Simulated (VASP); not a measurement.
Runs of VASP 6.6.1 on HgTe. The structure is that of space group Cmcm (No. 63), or close to it. The cells are those of the table. 

```tsv
cell	gap on the mesh (eV)	pressure (GPa)	largest force (eV/Å)
a = 4.580, b = 4.580, c = 5.798 Å, angles 90.0, 90.0, 98.4°, 4 atoms	none	-5.2	0.15
a = 4.549, b = 4.549, c = 5.759 Å, angles 90.0, 90.0, 98.4°, 4 atoms	none	(a)	0.09
a = 4.610, b = 4.610, c = 5.837 Å, angles 90.0, 90.0, 98.4°, 4 atoms	none	-5.8	0.20
a = 4.486, b = 4.486, c = 5.680 Å, angles 90.0, 90.0, 98.4°, 4 atoms	none	-2.7	0.04
a = 4.640, b = 4.640, c = 5.874 Å, angles 90.0, 90.0, 98.4°, 4 atoms	none	-6.4	0.24
a = 4.518, b = 4.518, c = 5.720 Å, angles 90.0, 90.0, 98.4°, 4 atoms	none	(b)	0.03
a = 4.670, b = 4.670, c = 5.912 Å, angles 90.0, 90.0, 98.4°, 4 atoms	none	-6.8	0.29
```

Alike in all rows: task single point; level PBEsol+D3(BJ); potentials or basis VASP PAW PBE potentials, release 64 (Hg, Te); no spin polarisation; k mesh 4 × 4 × 4; cutoff (eV) 520; smearing fermi-dirac 0.05 eV.

**Question.** Estimate the missing entries.

**Answer.** (a) -4.5; (b) -3.6.

Caveats: three body term missing; the PAW data sets were made with another functional, which shifts forces and pressure a little; spin-orbit coupling is left out, which moves the levels of the heavy elements; the cell stands under tension (at least some runs).

A k mesh can miss the band edges, and the runs leave out spin-orbit coupling on Hg, Te.

A gap of «none» marks levels without a gap at the run's occupations.
